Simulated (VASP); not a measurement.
Write the native input for VASP 6.6.1 that does the following.

* Task: electric field gradients
* Functional: LDA
* Potentials or basis: VASP PAW LDA potentials, release 64 (Zr_sv, B)
* Cutoff: 520 eV
* k mesh: 12 × 12 × 9
* Occupations: fermi-dirac, width 0.05 eV
* Spin: no spin polarisation
* Dipole correction: no
* Further INCAR settings: ALGO = Normal; EDIFF = 1e-08; NBANDS = 16

The structure of ZrB2 lies in POSCAR:

```
ZrB2
1.0
    3.1649998255      0.0158249991      0.0158249991
   -1.5687950615      2.7330577523      0.0057923517
    0.0176000000      0.0176000000      3.5200000000
Zr B
1 2
Direct
    0.0000000000      0.0000000000      0.0000000000
    0.3333333333      0.6666666667      0.5000000000
    0.6666666667      0.3333333333      0.5000000000
```

This cell differs from its parent crystal: equal xy, yz and zx shear strains of +1 %.

The input as run:

INCAR

```
  PREC = Accurate
  ENCUT = 520
  EDIFF = 1E-8
  ISMEAR = -1
  SIGMA = 0.05
  LREAL = False
  LASPH = True
  NELM = 80
  ALGO = Normal
  ISIF = 2
  LWAVE = False
  LCHARG = False
  LEFG = True
  NBANDS = 16
```

KPOINTS

```
Automatic mesh
0
Gamma
  12 12 9
```

Potentials or basis: VASP PAW LDA potentials, release 64 (Zr_sv, B).

Launch:

```bash
$ cat potpaw_LDA.64/Zr_sv/POTCAR potpaw_LDA.64/B/POTCAR > POTCAR
$ mpirun -np 1 vasp_std > vasp.out
```

Results of the run:

| Property | Result |
| --- | --- |
| Pressure | -6.7 GPa |
| Largest force | 0.021 eV/Å |
| Band gap on the k mesh | zero (bands 9 and 10 overlap by 1.22 eV) |
| Largest electric field gradient by atom | Zr +48.2; B +1.9 V/Å² |

Caveat: the cell differs from its parent crystal (equal xy, yz and zx shear strains of +1 %); the cell stands under tension; without QUAD_EFG the Cq values of the log hold for a quadrupole moment of 1 mb, not for the nuclei.

Run time: 2.7 min on 1 thread of Intel(R) Xeon(R) Platinum 8488C (Sapphire Rapids) (shared host), peak memory 0.39 GiB.
